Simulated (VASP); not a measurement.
# SrTe (Fm-3m) in VASP: settings compared

The runs below take SrTe through single point, with BLYP, r2SCAN.

Everything below comes from runs of VASP 6.6.1. Logs are shortened: lines on timing, memory, paths and dates and some standing lists are left out, and cuts for length are marked.

**1. The cell of the first run**

It takes space group Fm-3m (No. 225, cubic). Conventional cell: a = 6.743 Å, b = 6.743 Å, c = 6.743 Å, α = 90.00°, β = 90.00°, γ = 90.00°. Within 4.4 Å of Sr (site symmetry m-3m) lie 6 Te at 3.37 Å. Within 4.4 Å of Te (site symmetry m-3m) lie 6 Sr at 3.37 Å.

**2. Single point, BLYP (38.32 Å³/atom)**

Contents of INCAR:

```
  PREC = Accurate
  ENCUT = 500
  EDIFF = 1E-6
  ISMEAR = 0
  SIGMA = 0.05
  LREAL = F
  LASPH = T
  NELM = 120
  ALGO = Normal
  ISIF = 2
  LWAVE = F
  LCHARG = F
  GGA = B5
  ALDAX = 1.0
  AGGAX = 1.0
  AGGAC = 1.0
  ALDAC = 0.0
  NBANDS = 15
  GGA_COMPAT = F
```

Contents of KPOINTS:

```
Automatic mesh
0
Gamma
  6 6 6
```

Contents of POSCAR:

```
SrTe
1.0
    0.0000000000      3.3713921429      3.3713921429
    3.3713921429      0.0000000000      3.3713921429
    3.3713921429      3.3713921429      0.0000000000
Sr Te
1 1
Direct
    0.5000000000      0.5000000000      0.5000000000
    0.0000000000      0.0000000000      0.0000000000
```

Potentials or basis: VASP PAW PBE potentials, release 64 (Sr_sv, Te).

On the command line:

```console
> cat potpaw_PBE.64/Sr_sv/POTCAR potpaw_PBE.64/Te/POTCAR > POTCAR
> mpirun -np 1 vasp_std > vasp.out
```

OUTCAR:

```text
PREC = Accurate
   ENCUT = 500
   EDIFF = 1E-6
   ISMEAR = 0
   LREAL = F
   LASPH = T
   NELM = 120
   ISIF = 2
   GGA = B5

 ion  position               nearest neighbor table
   1  0.500  0.500  0.500-   2 3.37   2 3.37   2 3.37   2 3.37   2 3.37   2 3.37
   2  0.000  0.000  0.000-   1 3.37   1 3.37   1 3.37   1 3.37   1 3.37   1 3.37

  LATTYP: Found a face centered cubic cell.
 ALAT       =     6.7427842858

  Lattice vectors:

 A1 = (   0.0000000000,   3.3713921429,   3.3713921429)
 A2 = (   3.3713921429,   0.0000000000,   3.3713921429)
 A3 = (   3.3713921429,   3.3713921429,   0.0000000000)

Analysis of symmetry for initial positions (statically):
=====================================================================
 Subroutine PRICEL returns:
 Original cell was already a primitive cell.

 Routine SETGRP: Setting up the symmetry group for a
 face centered cubic supercell.

 Subroutine GETGRP returns: Found 48 space group operations
 (whereof 48 operations were pure point group operations)
 out of a pool of 48 trial point group operations.

The static configuration has the point symmetry O_h .

Analysis of symmetry for dynamics (positions and initial velocities):
=====================================================================
 Subroutine PRICEL returns:
 Original cell was already a primitive cell.

 Routine SETGRP: Setting up the symmetry group for a
 face centered cubic supercell.

 Subroutine GETGRP returns: Found 48 space group operations
 (whereof 48 operations were pure point group operations)
 out of a pool of 48 trial point group operations.

The dynamic configuration has the point symmetry O_h .

 Subroutine INISYM returns: Found 48 space group operations
 (whereof 48 operations are pure point group operations),
 and found     1 'primitive' translations

----------------------------------------------------------------------------------------

                                     Primitive cell

  volume of cell :      76.6404

  direct lattice vectors                    reciprocal lattice vectors
     0.000000000  3.371392143  3.371392143    -0.148306687  0.148306687  0.148306687
     3.371392143  0.000000000  3.371392143     0.148306687 -0.148306687  0.148306687
     3.371392143  3.371392143  0.000000000     0.148306687  0.148306687 -0.148306687

  length of vectors
     4.767868493  4.767868493  4.767868493     0.256874717  0.256874717  0.256874717

  position of ions in fractional coordinates (direct lattice)
     0.500000000  0.500000000  0.500000000
     0.000000000  0.000000000  0.000000000

  ion indices of the primitive-cell ions
   primitive index   ion index
                 1           1
                 2           2

----------------------------------------------------------------------------------------

 KPOINTS: Automatic mesh

Automatic generation of k-mesh.
 Grid dimensions read from file:
 generate k-points for:    6    6    6

 Generating k-lattice:

  Cartesian coordinates                     Fractional coordinates (reciprocal lattice)
    -0.024717781  0.024717781  0.024717781     0.166666667  0.000000000  0.000000000
     0.024717781 -0.024717781  0.024717781     0.000000000  0.166666667  0.000000000
     0.024717781  0.024717781 -0.024717781     0.000000000  0.000000000  0.166666667

  Length of vectors
     0.042812453  0.042812453  0.042812453

  Shift w.r.t. Gamma in fractional coordinates (k-lattice)
     0.000000000  0.000000000  0.000000000

 Subroutine IBZKPT returns following result:
 ===========================================

 Found     16 irreducible k-points:

 Following reciprocal coordinates:
            Coordinates               Weight
  0.000000  0.000000  0.000000      1.000000
  0.166667  0.000000  0.000000      8.000000
  0.333333  0.000000  0.000000      8.000000
  0.500000  0.000000  0.000000      4.000000
  0.166667  0.166667  0.000000      6.000000
  0.333333  0.166667  0.000000     24.000000
[... 8 lines left out ...]
 -0.333333  0.333333  0.166667     24.000000
 -0.333333  0.500000  0.166667     12.000000
   k-points           NKPTS =     16   k-points in BZ     NKDIM =     16   number of bands    NBANDS=     15
   number of dos      NEDOS =    301   number of ions     NIONS =      2
   total plane-waves  NPLWV =  46656
   dimension x,y,z NGX =    36 NGY =   36 NGZ =   36
   dimension x,y,z NGXF=    72 NGYF=   72 NGZF=   72
   ions per type =               1   1
   NGX,Y,Z   is equivalent  to a cutoff of  12.55, 12.55, 12.55 a.u.
   NGXF,Y,Z  is equivalent  to a cutoff of  25.10, 25.10, 25.10 a.u.
 SYSTEM =  unknown system
   PREC   = accura    normal or accurate (medium, high low for compatibility)
   ISTART =      0    job   : 0-new  1-cont  2-samecut
   ICHARG =      2    charge: 1-file 2-atom 10-const
   ISPIN  =      1    spin polarized calculation?
   LNONCOLLINEAR =      F non collinear calculations
   LSORBIT =      F    spin-orbit coupling
   LASPH  =      T    aspherical Exc in radial PAW
   ENCUT  =  500.0 eV  36.75 Ry    6.06 a.u.   8.69  8.69  8.69*2*pi/ulx,y,z
   NELM   =    120;   NELMIN=  2; NELMDL= -5     # of ELM steps
   EDIFF  = 0.1E-05   stopping-criterion for ELM
   LREAL  =      F    real-space projection
   EDIFFG = 0.1E-04   stopping-criterion for IOM
   NSW    =      0    number of steps for IOM
   IBRION =     -1    ionic relax: 0-MD 1-quasi-New 2-CG
   NFREE  =      0    steps in history (QN), initial steepest desc. (CG)
   ISIF   =      2    stress and relaxation
   ISYM   =      2    0-nonsym 1-usesym 2-fastsym
   POTIM  = 0.5000    time-step for ionic-motion
   TEBEG  =    0.0;   TEEND  =   0.0 temperature during run
   PSTRESS=    0.0 pullay stress
   NELECT =      16.0000    total number of electrons
   NUPDOWN=      -1.0000    fix difference up-down
   EMIN   =  10.00;   EMAX   =-10.00  energy-range for DOS
   EFERMI =   0.00;   METHOD = LEGACY
   ISMEAR =     0;   SIGMA  =   0.05  broadening in eV -4-tet -1-fermi 0-gaus
   EFERMI_NEDOS =   21; number of points for ismear=-14 and -15
   IALGO  =     38    algorithm
   IMIX   =      4    mixing-type and parameters
     AMIX     =   0.40;   BMIX     =  1.00
     AMIX_MAG =   1.60;   BMIX_MAG =  1.00
  volume/ion in A,a.u.               =      38.32       258.60
  Fermi-wavevector in a.u.,A,eV,Ry     =   0.971171  1.835246 12.832640  0.943172
  Thomas-Fermi vector in A             =   2.101366
   LORBIT       =      0    0 simple, 1 ext, 2 COOP (PROOUT), +10 PAW based schemes
   GGA     = B5    functional components
   LHFCALC =     F    Hartree Fock is set to
   AEXX    =    0.0000 exact exchange contribution
   IVDW    =     0    specifies the selected vdW correction
   LEPSILON=     F    determine dielectric tensor
   LRPA    =     F    only Hartree local field effects (RPA)
 non-spin polarized calculation
 Gauss-broadening in eV      SIGMA  =   0.05
  energy-cutoff  :      500.00
  volume of cell :       76.64
 maximum number of plane-waves:      1964
   NGX = 17   NGY = 17   NGZ = 17

 number of electron      16.0000000 magnetization

 Free energy of the ion-electron system (eV)
  ---------------------------------------------------
  ext. energy  EPLUGINS =         0.00000000
  ---------------------------------------------------
  free energy    TOTEN  =        -7.23882710 eV

  energy without entropy =       -7.23882710  energy(sigma->0) =       -7.23882710

 E-fermi :   3.2201     XC(G=0):  -7.8273

 val. band max:        3.0144469221   @ k =   0.0000   0.0000   0.0000
 cond. band min:       4.9288325838   @ k =   0.5000   0.5000   0.0000
 fundamental gap:      1.9143856617
 Fermi energy:         3.2201425383

 k-point     1 :       0.0000    0.0000    0.0000
  band No.  band energies     occupation
      1     -31.8613      2.00000
      2     -13.8871      2.00000
      3     -13.8871      2.00000
      4     -13.8871      2.00000
      5      -6.8383      2.00000
      6       3.0144      2.00000
      7       3.0144      2.00000
      8       3.0144      2.00000
      9       5.9026      0.00000
     10       6.3286      0.00000
     11       6.3286      0.00000
     12       6.3286      0.00000
     13       6.8810      0.00000
     14       6.8810      0.00000
     15      10.9263      0.00000

 k-point     2 :       0.1667    0.0000    0.0000
  band No.  band energies     occupation
      1     -31.8605      2.00000
      2     -13.9131      2.00000
      3     -13.8883      2.00000
      4     -13.8883      2.00000
      5      -6.7092      2.00000
      6       2.0596      2.00000
      7       2.6775      2.00000
      8       2.6775      2.00000
      9       6.2489      0.00000
     10       6.6576      0.00000
     11       6.6576      0.00000
     12       7.2181      0.00000
     13       7.5528      0.00000
     14       7.5528      0.00000
     15      11.5803      0.00000

 k-point     3 :       0.3333    0.0000    0.0000
  band No.  band energies     occupation
      1     -31.8588      2.00000
      2     -13.9638      2.00000
      3     -13.8908      2.00000
      4     -13.8908      2.00000
      5      -6.4321      2.00000
      6       0.8543      2.00000
      7       2.1791      2.00000
      8       2.1791      2.00000
      9       6.5779      0.00000
     10       7.4680      0.00000
     11       7.4680      0.00000
     12       8.6260      0.00000
     13       9.0166      0.00000
     14       9.0166      0.00000
     15      10.9109      0.00000

 k-point     4 :       0.5000    0.0000    0.0000
  band No.  band energies     occupation
      1     -31.8579      2.00000
      2     -13.9887      2.00000
      3     -13.8920      2.00000
      4     -13.8920      2.00000
      5      -6.2816      2.00000
      6       0.3728      2.00000
      7       1.9787      2.00000
      8       1.9787      2.00000
      9       7.1260      0.00000
     10       8.0793      0.00000
     11       8.1990      0.00000
     12       8.1990      0.00000
     13       9.7515      0.00000
     14       9.7515      0.00000
     15      10.5318      0.00000
[... 163 lines left out ...]
 k-point    14 :       0.5000    0.3333    0.1667
  band No.  band energies     occupation
      1     -31.8576      2.00000
      2     -13.9540      2.00000
      3     -13.9177      2.00000
      4     -13.9011      2.00000
      5      -6.3875      2.00000
      6       0.9842      2.00000
      7       1.9953      2.00000
      8       2.0270      2.00000
      9       6.2181      0.00000
     10       7.4752      0.00000
     11       8.1622      0.00000
     12       8.4184      0.00000
     13       8.6244      0.00000
     14       9.4276      0.00000
     15      10.7230      0.00000

 k-point    15 :      -0.3333    0.3333    0.1667
  band No.  band energies     occupation
      1     -31.8570      2.00000
      2     -13.9564      2.00000
      3     -13.9250      2.00000
      4     -13.9069      2.00000
      5      -6.3334      2.00000
      6       1.0313      2.00000
      7       1.6612      2.00000
      8       1.9228      2.00000
      9       7.0154      0.00000
     10       7.0281      0.00000
     11       8.0468      0.00000
     12       8.6156      0.00000
     13       8.7409      0.00000
     14       9.9758      0.00000
     15      10.9147      0.00000

 k-point    16 :      -0.3333    0.5000    0.1667
  band No.  band energies     occupation
      1     -31.8567      2.00000
      2     -13.9463      2.00000
      3     -13.9257      2.00000
      4     -13.9200      2.00000
      5      -6.3727      2.00000
      6       1.3559      2.00000
      7       1.7506      2.00000
      8       1.8630      2.00000
      9       6.0003      0.00000
     10       7.3183      0.00000
     11       7.9723      0.00000
     12       8.4956      0.00000
     13       8.9248      0.00000
     14       9.2740      0.00000
     15      11.4866      0.00000

------------------------ aborting loop because EDIFF is reached ----------------------------------------

  FORCE on cell =-STRESS in cart. coord.  units (eV):
  Direction    XX          YY          ZZ          XY          YZ          ZX
  --------------------------------------------------------------------------------------
  -------------------------------------------------------------------------------------
  Total        0.6991070      0.6991070      0.6991070      0.0000000      0.0000000      0.0000000
  in kB       14.6149193     14.6149193     14.6149193      0.0000000      0.0000000      0.0000000
  external PRESSURE =      14.6149193 kB  Pullay stress =       0.0000000 kB

 VOLUME and BASIS-vectors are now :
 -----------------------------------------------------------------------------
  energy-cutoff  :      500.00
  volume of cell :       76.64
      direct lattice vectors                 reciprocal lattice vectors
     0.000000000  3.371392143  3.371392143    -0.148306687  0.148306687  0.148306687
     3.371392143  0.000000000  3.371392143     0.148306687 -0.148306687  0.148306687
     3.371392143  3.371392143  0.000000000     0.148306687  0.148306687 -0.148306687

 POSITION                                       TOTAL-FORCE (eV/Angst)
 -----------------------------------------------------------------------------------
      3.37139      3.37139      3.37139         0.000000      0.000000      0.000000
      0.00000      0.00000      0.00000        -0.000000     -0.000000     -0.000000
 -----------------------------------------------------------------------------------
    total drift:                                0.000000      0.000000      0.000000

  FREE ENERGIE OF THE ION-ELECTRON SYSTEM (eV)
  ---------------------------------------------------
  free  energy   TOTEN  =        -7.2388270961 eV

  energy  without entropy=       -7.2388270961  energy(sigma->0) =       -7.23882710
```

Wall time 31 s (1 thread of Intel Xeon 8259CL, shared host); peak memory 0.21 GiB.

Results:

```yaml
Free_energy: -7.2388 eV
Pressure: 1.5 GPa
Band_gap_on_the_k_mesh: 1.91 eV (least direct gap 2.60 eV)
```

Caveat: the PAW data sets were made with another functional, which shifts forces and pressure a little; spin-orbit coupling is left out, which moves the levels of the heavy elements. A k mesh can miss the band edges.

**3. Single point, BLYP (39.92 Å³/atom)**

This run uses another cell than the first one, of 39.92 Å³/atom.

Contents of INCAR:

```
PREC = Accurate
ENCUT = 500
EDIFF = 1E-6
ISMEAR = 0
SIGMA = 0.05
LREAL = F
LASPH = T
NELM = 120
ALGO = Normal
ISIF = 2
LWAVE = F
LCHARG = T
GGA = B5
ALDAX = 1.0
AGGAX = 1.0
AGGAC = 1.0
ALDAC = 0.0
LELF = T
LVHAR = T
NBANDS = 15
GGA_COMPAT = F
```

Contents of KPOINTS:

```
regular mesh
0
Gamma
  6 6 6
```

Contents of POSCAR:

```
SrTe
1.0
    0.0000000000      3.4175813366      3.4175813366
    3.4175813366      0.0000000000      3.4175813366
    3.4175813366      3.4175813366      0.0000000000
Sr Te
1 1
Direct
    0.5000000000      0.5000000000      0.5000000000
    0.0000000000      0.0000000000      0.0000000000
```

Potentials or basis: VASP PAW PBE potentials, release 64 (Sr_sv, Te).

On the command line:

```console
> cat potpaw_PBE.64/Sr_sv/POTCAR potpaw_PBE.64/Te/POTCAR > POTCAR
> mpirun -np 1 vasp_std > vasp.out
```

OUTCAR:

```text
PREC = Accurate
   ENCUT = 500
   EDIFF = 1E-6
   ISMEAR = 0
   LREAL = F
   LASPH = T
   NELM = 120
   ISIF = 2
   GGA = B5

 ion  position               nearest neighbor table
   1  0.500  0.500  0.500-   2 3.42   2 3.42   2 3.42   2 3.42   2 3.42   2 3.42
   2  0.000  0.000  0.000-   1 3.42   1 3.42   1 3.42   1 3.42   1 3.42   1 3.42

  LATTYP: Found a face centered cubic cell.
 ALAT       =     6.8351626732

  Lattice vectors:

 A1 = (   0.0000000000,   3.4175813366,   3.4175813366)
 A2 = (   3.4175813366,   0.0000000000,   3.4175813366)
 A3 = (   3.4175813366,   3.4175813366,   0.0000000000)

Analysis of symmetry for initial positions (statically):
=====================================================================
 Subroutine PRICEL returns:
 Original cell was already a primitive cell.

 Routine SETGRP: Setting up the symmetry group for a
 face centered cubic supercell.

 Subroutine GETGRP returns: Found 48 space group operations
 (whereof 48 operations were pure point group operations)
 out of a pool of 48 trial point group operations.

[... 164 lines left out ...]
      3     -14.2654      2.00000
      4     -14.2654      2.00000
      5      -7.0025      2.00000
      6       2.7361      2.00000
      7       2.7361      2.00000
      8       2.7361      2.00000
      9       5.4454      0.00000
     10       6.0702      0.00000
     11       6.0702      0.00000
     12       6.0702      0.00000
     13       6.5815      0.00000
     14       6.5815      0.00000
[... 257 lines left out ...]
      2     -14.3143      2.00000
      3     -14.2974      2.00000
      4     -14.2924      2.00000
      5      -6.5806      2.00000
      6       1.1529      2.00000
      7       1.5394      2.00000
      8       1.6426      2.00000
      9       5.7494      0.00000
     10       6.9232      0.00000
     11       7.6245      0.00000
     12       8.0756      0.00000
     13       8.5177      0.00000
     14       8.7964      0.00000
     15      11.0096      0.00000

------------------------ aborting loop because EDIFF is reached ----------------------------------------

  FORCE on cell =-STRESS in cart. coord.  units (eV):
  Direction    XX          YY          ZZ          XY          YZ          ZX
  --------------------------------------------------------------------------------------
  -------------------------------------------------------------------------------------
  Total        0.0660000      0.0660000      0.0660000      0.0000000     -0.0000000      0.0000000
  in kB        1.3245486      1.3245486      1.3245486      0.0000000     -0.0000000      0.0000000
  external PRESSURE =       1.3245486 kB  Pullay stress =       0.0000000 kB

 VOLUME and BASIS-vectors are now :
 -----------------------------------------------------------------------------
  energy-cutoff  :      500.00
  volume of cell :       79.83
      direct lattice vectors                 reciprocal lattice vectors
     0.000000000  3.417581337  3.417581337    -0.146302297  0.146302297  0.146302297
     3.417581337  0.000000000  3.417581337     0.146302297 -0.146302297  0.146302297
     3.417581337  3.417581337  0.000000000     0.146302297  0.146302297 -0.146302297

 POSITION                                       TOTAL-FORCE (eV/Angst)
 -----------------------------------------------------------------------------------
      3.41758      3.41758      3.41758         0.000000      0.000000      0.000000
      0.00000      0.00000      0.00000         0.000000     -0.000000     -0.000000
 -----------------------------------------------------------------------------------
    total drift:                                0.000000      0.000000      0.000000

  FREE ENERGIE OF THE ION-ELECTRON SYSTEM (eV)
  ---------------------------------------------------
  free  energy   TOTEN  =        -7.2546536855 eV

  energy  without entropy=       -7.2546536855  energy(sigma->0) =       -7.25465369
```

Wall time 34 s (1 thread of Intel Xeon 8259CL, shared host); peak memory 0.21 GiB.

What came out:

| Quantity | Value |
| --- | --- |
| Free energy | -7.2547 eV |
| Pressure | 0.1 GPa |
| Band gap on the k mesh | 2.00 eV (least direct gap 2.66 eV) |

Caveat: the PAW data sets were made with another functional, which shifts forces and pressure a little; spin-orbit coupling is left out, which moves the levels of the heavy elements.

[end of part 1 of 3]
